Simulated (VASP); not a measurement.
# Zn4As3 (Pm-3m) in VASP: notebook

Zn4As3 is run at these levels: PBE; tasks: single point, relaxation of cell and atoms.

All numbers are computed with VASP 6.6.1; they aren't measurements. Logs are shortened: lines on timing, memory, paths and dates and some standing lists are left out, and cuts for length are marked.

**1. The cell of the first run**

It takes space group Pm-3m (No. 221, cubic). The conventional cell has a = 5.223 Å, b = 5.223 Å, c = 5.223 Å, α = 90.00°, β = 90.00°, γ = 90.00°. Within 3.4 Å of Zn (site symmetry 4/mmm) lie 4 As at 2.61 Å. Within 3.4 Å of Zn (site symmetry m-3m) lie 6 As at 2.61 Å. Within 3.4 Å of As (site symmetry 4/mmm) lie 6 Zn at 2.61 Å.

**2. Single point, PBE (atoms taken out)**

Input file INCAR:

```
  PREC = Accurate
  ENCUT = 520
  EDIFF = 1E-7
  ISMEAR = 0
  SIGMA = 0.1
  LREAL = F
  LASPH = T
  NELM = 100
  ALGO = Normal
  ISIF = 2
  LWAVE = F
  LCHARG = T
  GGA = PE
  LELF = T
  LVHAR = T
  NBANDS = 40
```

Input file KPOINTS:

```
regular mesh
0
Gamma
  8 8 8
```

Input file POSCAR:

```
Zn4As3
1.0
    5.2231110008      0.0000000000      0.0000000000
    0.0000000000      5.2231110008      0.0000000000
    0.0000000000      0.0000000000      5.2231110008
Zn As
4 3
Direct
    0.5000000000      0.0000000000      0.0000000000
    0.0000000000      0.5000000000      0.0000000000
    0.0000000000      0.0000000000      0.5000000000
    0.5000000000      0.5000000000      0.5000000000
    0.0000000000      0.5000000000      0.5000000000
    0.5000000000      0.0000000000      0.5000000000
    0.5000000000      0.5000000000      0.0000000000
```

Potentials or basis: VASP PAW PBE potentials, release 64 (Zn, As).

Run with:

```bash
$ cat potpaw_PBE.64/Zn/POTCAR potpaw_PBE.64/As/POTCAR > POTCAR
$ mpirun -np 1 vasp_std > vasp.out
```

OUTCAR:

```text
PREC = Accurate
   ENCUT = 520
   EDIFF = 1E-7
   ISMEAR = 0
   LREAL = F
   LASPH = T
   NELM = 100
   ISIF = 2
   GGA = PE

 ion  position               nearest neighbor table
   1  0.500  0.000  0.000-   6 2.61   7 2.61   6 2.61   7 2.61
   2  0.000  0.500  0.000-   5 2.61   7 2.61   5 2.61   7 2.61
   3  0.000  0.000  0.500-   5 2.61   6 2.61   5 2.61   6 2.61
   4  0.500  0.500  0.500-   5 2.61   6 2.61   7 2.61   7 2.61   6 2.61   5 2.61
   5  0.000  0.500  0.500-   2 2.61   3 2.61   4 2.61   2 2.61   3 2.61   4 2.61
   6  0.500  0.000  0.500-   1 2.61   3 2.61   4 2.61   1 2.61   4 2.61   3 2.61
   7  0.500  0.500  0.000-   1 2.61   2 2.61   4 2.61   4 2.61   1 2.61   2 2.61

  LATTYP: Found a simple cubic cell.
 ALAT       =     5.2231110008

  Lattice vectors:

 A1 = (   5.2231110008,   0.0000000000,   0.0000000000)
 A2 = (   0.0000000000,   5.2231110008,   0.0000000000)
 A3 = (   0.0000000000,   0.0000000000,   5.2231110008)

Analysis of symmetry for initial positions (statically):
=====================================================================
 Subroutine PRICEL returns:
 Original cell was already a primitive cell.

 Routine SETGRP: Setting up the symmetry group for a
 simple cubic supercell.

 Subroutine GETGRP returns: Found 48 space group operations
 (whereof 48 operations were pure point group operations)
 out of a pool of 48 trial point group operations.

The static configuration has the point symmetry O_h .

Analysis of symmetry for dynamics (positions and initial velocities):
=====================================================================
 Subroutine PRICEL returns:
 Original cell was already a primitive cell.

 Routine SETGRP: Setting up the symmetry group for a
 simple cubic supercell.

 Subroutine GETGRP returns: Found 48 space group operations
 (whereof 48 operations were pure point group operations)
 out of a pool of 48 trial point group operations.

The dynamic configuration has the point symmetry O_h .

 Subroutine INISYM returns: Found 48 space group operations
 (whereof 48 operations are pure point group operations),
 and found     1 'primitive' translations

----------------------------------------------------------------------------------------

                                     Primitive cell

  volume of cell :     142.4911

  direct lattice vectors                    reciprocal lattice vectors
     5.223111001  0.000000000  0.000000000     0.191456777  0.000000000  0.000000000
     0.000000000  5.223111001  0.000000000     0.000000000  0.191456777  0.000000000
     0.000000000  0.000000000  5.223111001     0.000000000  0.000000000  0.191456777

  length of vectors
     5.223111001  5.223111001  5.223111001     0.191456777  0.191456777  0.191456777

  position of ions in fractional coordinates (direct lattice)
     0.500000000  0.000000000  0.000000000
     0.000000000  0.500000000  0.000000000
     0.000000000  0.000000000  0.500000000
     0.500000000  0.500000000  0.500000000
     0.000000000  0.500000000  0.500000000
     0.500000000  0.000000000  0.500000000
     0.500000000  0.500000000  0.000000000

  ion indices of the primitive-cell ions
   primitive index   ion index
                 1           1
                 2           2
                 3           3
                 4           4
                 5           5
                 6           6
                 7           7

----------------------------------------------------------------------------------------

 KPOINTS: regular mesh

Automatic generation of k-mesh.
 Grid dimensions read from file:
 generate k-points for:    8    8    8

 Generating k-lattice:

  Cartesian coordinates                     Fractional coordinates (reciprocal lattice)
     0.023932097  0.000000000  0.000000000     0.125000000  0.000000000  0.000000000
     0.000000000  0.023932097  0.000000000     0.000000000  0.125000000  0.000000000
     0.000000000  0.000000000  0.023932097     0.000000000  0.000000000  0.125000000

  Length of vectors
     0.023932097  0.023932097  0.023932097

  Shift w.r.t. Gamma in fractional coordinates (k-lattice)
     0.000000000  0.000000000  0.000000000

 Subroutine IBZKPT returns following result:
 ===========================================

 Found     35 irreducible k-points:

 Following reciprocal coordinates:
            Coordinates               Weight
  0.000000  0.000000  0.000000      1.000000
  0.125000  0.000000  0.000000      6.000000
  0.250000  0.000000  0.000000      6.000000
  0.375000  0.000000  0.000000      6.000000
  0.500000  0.000000  0.000000      3.000000
  0.125000  0.125000  0.000000     12.000000
[... 16 lines left out ...]
  0.375000  0.375000  0.125000     24.000000
  0.500000  0.375000  0.125000     24.000000
 [... further k-points ...]
   k-points           NKPTS =     35   k-points in BZ     NKDIM =     35   number of bands    NBANDS=     40
   number of dos      NEDOS =    301   number of ions     NIONS =      7
   total plane-waves  NPLWV =  64000
   dimension x,y,z NGX =    40 NGY =   40 NGZ =   40
   dimension x,y,z NGXF=    80 NGYF=   80 NGZF=   80
   ions per type =               4   3
   NGX,Y,Z   is equivalent  to a cutoff of  12.73, 12.73, 12.73 a.u.
   NGXF,Y,Z  is equivalent  to a cutoff of  25.46, 25.46, 25.46 a.u.
 SYSTEM =  unknown system
   PREC   = accura    normal or accurate (medium, high low for compatibility)
   ISTART =      0    job   : 0-new  1-cont  2-samecut
   ICHARG =      2    charge: 1-file 2-atom 10-const
   ISPIN  =      1    spin polarized calculation?
   LNONCOLLINEAR =      F non collinear calculations
   LSORBIT =      F    spin-orbit coupling
   LASPH  =      T    aspherical Exc in radial PAW
   ENCUT  =  520.0 eV  38.22 Ry    6.18 a.u.   9.71  9.71  9.71*2*pi/ulx,y,z
   NELM   =    100;   NELMIN=  2; NELMDL= -5     # of ELM steps
   EDIFF  = 0.1E-06   stopping-criterion for ELM
   LREAL  =      F    real-space projection
   EDIFFG = 0.1E-05   stopping-criterion for IOM
   NSW    =      0    number of steps for IOM
   IBRION =     -1    ionic relax: 0-MD 1-quasi-New 2-CG
   NFREE  =      0    steps in history (QN), initial steepest desc. (CG)
   ISIF   =      2    stress and relaxation
   ISYM   =      2    0-nonsym 1-usesym 2-fastsym
   POTIM  = 0.5000    time-step for ionic-motion
   TEBEG  =    0.0;   TEEND  =   0.0 temperature during run
   PSTRESS=    0.0 pullay stress
   NELECT =      63.0000    total number of electrons
   NUPDOWN=      -1.0000    fix difference up-down
   EMIN   =  10.00;   EMAX   =-10.00  energy-range for DOS
   EFERMI =   0.00;   METHOD = LEGACY
   ISMEAR =     0;   SIGMA  =   0.10  broadening in eV -4-tet -1-fermi 0-gaus
   EFERMI_NEDOS =   21; number of points for ismear=-14 and -15
   IALGO  =     38    algorithm
   IMIX   =      4    mixing-type and parameters
     AMIX     =   0.40;   BMIX     =  1.00
     AMIX_MAG =   1.60;   BMIX_MAG =  1.00
  volume/ion in A,a.u.               =      20.36       137.37
  Fermi-wavevector in a.u.,A,eV,Ry     =   1.247170  2.356810 21.162961  1.555434
  Thomas-Fermi vector in A             =   2.381315
   LORBIT       =      0    0 simple, 1 ext, 2 COOP (PROOUT), +10 PAW based schemes
   GGA     = PE    functional components
   LHFCALC =     F    Hartree Fock is set to
   AEXX    =    0.0000 exact exchange contribution
   IVDW    =     0    specifies the selected vdW correction
   LEPSILON=     F    determine dielectric tensor
   LRPA    =     F    only Hartree local field effects (RPA)
 non-spin polarized calculation
 Gauss-broadening in eV      SIGMA  =   0.10
  energy-cutoff  :      520.00
  volume of cell :      142.49
 maximum number of plane-waves:      3887
 NGX is ok and might be reduce to    40
   NGX = 19   NGY = 19   NGZ = 19

 number of electron      62.9999913 magnetization

 Free energy of the ion-electron system (eV)
  ---------------------------------------------------
  ext. energy  EPLUGINS =         0.00000000
  ---------------------------------------------------
  free energy    TOTEN  =       -17.55451484 eV

  energy without entropy =      -17.54103046  energy(sigma->0) =      -17.54777265

 E-fermi :   2.8581     XC(G=0): -10.0221

 val. band max:        2.8040961020   @ k =   0.5000   0.3750   0.2500
 cond. band min:       2.9018470979   @ k =   0.5000   0.3750   0.3750
 fundamental gap:      0.0977509959
 Fermi energy:         2.8581395603

 k-point     1 :       0.0000    0.0000    0.0000
  band No.  band energies     occupation
      1      -9.6193      2.00000
      2      -7.6879      2.00000
      3      -7.6879      2.00000
      4      -4.2933      2.00000
      5      -4.2933      2.00000
      6      -4.2933      2.00000
[... 32 lines left out ...]
     39       8.0442      0.00000
     40       8.1294      0.00000

 k-point     2 :       0.1250    0.0000    0.0000
  band No.  band energies     occupation
      1      -9.5570      2.00000
      2      -7.7425      2.00000
      3      -7.6574      2.00000
      4      -4.2890      2.00000
      5      -4.2889      2.00000
      6      -4.2889      2.00000
[... 32 lines left out ...]
     39       7.8783      0.00000
     40       8.1100      0.00000

 k-point     3 :       0.2500    0.0000    0.0000
  band No.  band energies     occupation
      1      -9.3790      2.00000
      2      -7.9108      2.00000
      3      -7.5797      2.00000
      4      -4.2770      2.00000
      5      -4.2753      2.00000
      6      -4.2753      2.00000
[... 853 lines left out ...]
  band No.  band energies     occupation
      1      -8.5745      2.00000
      2      -7.9963      2.00000
      3      -7.7562      2.00000
      4      -4.4489      2.00000
      5      -4.4230      2.00000
      6      -4.4159      2.00000
[... 32 lines left out ...]
     39       8.4305      0.00000
     40       8.6040      0.00000

 k-point    24 :       0.5000    0.3750    0.1250
  band No.  band energies     occupation
      1      -8.3802      2.00000
      2      -8.0947      2.00000
      3      -7.7854      2.00000
      4      -4.4785      2.00000
      5      -4.4626      2.00000
      6      -4.4495      2.00000
[... 32 lines left out ...]
     39       7.7884      0.00000
     40       8.6831      0.00000

 [... further k-points ...]

------------------------ aborting loop because EDIFF is reached ----------------------------------------

  FORCE on cell =-STRESS in cart. coord.  units (eV):
  Direction    XX          YY          ZZ          XY          YZ          ZX
  --------------------------------------------------------------------------------------
  -------------------------------------------------------------------------------------
  Total        0.2154443      0.2154443      0.2154443      0.0000000      0.0000000     -0.0000000
  in kB        2.4224663      2.4224663      2.4224663      0.0000000      0.0000000     -0.0000000
  external PRESSURE =       2.4224663 kB  Pullay stress =       0.0000000 kB

 VOLUME and BASIS-vectors are now :
 -----------------------------------------------------------------------------
  energy-cutoff  :      520.00
  volume of cell :      142.49
      direct lattice vectors                 reciprocal lattice vectors
     5.223111001  0.000000000  0.000000000     0.191456777  0.000000000  0.000000000
     0.000000000  5.223111001  0.000000000     0.000000000  0.191456777  0.000000000
     0.000000000  0.000000000  5.223111001     0.000000000  0.000000000  0.191456777

 POSITION                                       TOTAL-FORCE (eV/Angst)
 -----------------------------------------------------------------------------------
      2.61156      0.00000      0.00000         0.000000      0.000000      0.000000
      0.00000      2.61156      0.00000         0.000000      0.000000      0.000000
      0.00000      0.00000      2.61156         0.000000      0.000000      0.000000
      2.61156      2.61156      2.61156         0.000000      0.000000      0.000000
      0.00000      2.61156      2.61156         0.000000      0.000000      0.000000
      2.61156      0.00000      2.61156         0.000000      0.000000      0.000000
      2.61156      2.61156      0.00000         0.000000      0.000000      0.000000
 -----------------------------------------------------------------------------------
    total drift:                               -0.000000      0.000000     -0.000000

  FREE ENERGIE OF THE ION-ELECTRON SYSTEM (eV)
  ---------------------------------------------------
  free  energy   TOTEN  =       -17.5545148368 eV

  energy  without entropy=      -17.5410304569  energy(sigma->0) =      -17.54777265
```

Run time: 2.2 min. Hardware: 1 thread of AMD EPYC 9R45 (Zen 5), shared host; peak memory 0.3 GiB.

Results:

```yaml
Free_energy: -17.5545 eV
Pressure: 0.2 GPa
Band_gap_on_the_k_mesh: zero (an odd number of electrons rules out a gap without spin polarisation)
```

Caveat: the cell differs from its parent crystal (atoms taken out); an odd number of electrons without spin polarisation forces a metal; a magnetic or distorted state may lie lower.

**3. Relaxation of cell and atoms, PBE (atoms taken out)**

Input file INCAR:

```
ALGO = Normal ; EDIFF = 1E-7
EDIFFG = -0.01 ; ENCUT = 600
GGA = PE ; IBRION = 2
ISIF = 3 ; ISMEAR = 0
LASPH = True ; LCHARG = False
LREAL = False ; LWAVE = False
NELM = 100 ; NSW = 100
PREC = Accurate ; SIGMA = 0.1
```

Input file KPOINTS:

```
k-points
0
Gamma
  8 8 8
```

Edit POSCAR of step 2 so:

```diff
@@ -2,5 +2,5 @@
 1.0
-    5.2231110008      0.0000000000      0.0000000000
-    0.0000000000      5.2231110008      0.0000000000
-    0.0000000000      0.0000000000      5.2231110008
+    5.2020000000      0.0000000000      0.0000000000
+    0.0000000000      5.2020000000      0.0000000000
+    0.0000000000      0.0000000000      5.2020000000
 Zn As
```

Potentials or basis: VASP PAW PBE potentials, release 64 (Zn, As).

Run with:

```bash
$ cat potpaw_PBE.64/Zn/POTCAR potpaw_PBE.64/As/POTCAR > POTCAR
$ mpirun -np 1 vasp_std > vasp.out
```

Wall time 4.2 min (1 thread of AMD EPYC 9R45 (Zen 5), shared host); peak memory 0.35 GiB.

The run converged. Its results:

| Item | Value |
| --- | --- |
| Free energy | -17.5539 eV |
| Relaxed volume | 20.45 Å³/atom |
| Relaxed cell | a = 5.231 Å, b = 5.231 Å, c = 5.231 Å, α = 90.00°, β = 90.00°, γ = 90.00° |
| Space group after relaxing (to 0.1 Å) | Pm-3m (No. 221) |
| Energy gained by relaxing | 0.9 meV/atom |
| Ionic steps | 2 |
| Pressure after relaxing | 0.0 GPa |
| Band gap on the k mesh | zero (an odd number of electrons rules out a gap without spin polarisation) |

Step by step:
| step | energy change (eV) | largest force (eV/Å) | pressure (GPa) | volume (Å³) |
| --- | --- | --- | --- | --- |
| 1 | 0.0000 | 0.0000 | 0.92 | 140.77 |
| 2 | -0.0064 | 0.0000 | -0.04 | 143.13 |

Final structure:
```
Zn As
1.0
     5.23095    0.00000    0.00000
     0.00000    5.23095    0.00000
     0.00000    0.00000    5.23095
Zn As
4 3
Direct
  0.50000 0.00000 0.00000
  0.00000 0.50000 0.00000
  0.00000 0.00000 0.50000
  0.50000 0.50000 0.50000
  0.00000 0.50000 0.50000
  0.50000 0.00000 0.50000
  0.50000 0.50000 0.00000
```

Levels at points of the mesh, in eV from the Fermi level:
```
           k point  band 30  band 31  band 32  band 33  band 34  band 35
(0.00, 0.00, 0.00)    -1.81    -0.41    -0.41    -0.37    -0.37    -0.37
(0.50, 0.00, 0.00)    -2.68    -0.61    -0.61    -0.39     2.23     2.85
(0.50, 0.50, 0.00)    -2.38     0.91     1.02     1.28     2.26     3.15
(0.50, 0.50, 0.50)     1.25     1.25     1.25     1.25     4.28     4.28
```

Caveat: the cell differs from its parent crystal (atoms taken out); an odd number of electrons without spin polarisation forces a metal; a magnetic or distorted state may lie lower.

The gap in the log of VASP goes by the Fermi energy; the results here count the filled bands.